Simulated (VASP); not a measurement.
Here is a VASP 6.6.1 calculation.

The input INCAR:

```
ALGO = Normal ; EDIFF = 1E-7
ENCUT = 520 ; GGA = PE
ISIF = 2 ; ISMEAR = -1
ISPIN = 2 ; LASPH = True
LCHARG = True ; LELF = True
LMAXMIX = 6 ; LORBIT = 11
LREAL = False ; LVHAR = True
LWAVE = False ; MAGMOM = 6.5
NBANDS = 18 ; NELM = 150
PREC = Accurate ; SIGMA = 0.05
```

KPOINTS

```
k-points
0
Gamma
  10 10 10
```

The input POSCAR:

```
Sm
1.0
   -1.8173030691      1.8173030691      2.5609871902
    1.8173030691     -1.8173030691      2.5609871902
    1.8173030691      1.8173030691     -2.5609871902
Sm
1
Direct
    0.0000000000      0.0000000000      0.0000000000
```

Potentials or basis: VASP PAW PBE potentials, release 64 (Sm).

Command:

```sh
$ cat potpaw_PBE.64/Sm/POTCAR > POTCAR
$ mpirun -np 1 vasp_std > vasp.out
```

(1) What does it give for the net moment?

(2) What does it give for the pressure?

(3) What does it give for the site moments?

Results:

(1) 6.56 μB per cell.

(2) 2.8 GPa.

(3) Sm +5.71 μB.

Caveat: the magnetic or orbital state may not be the lowest.
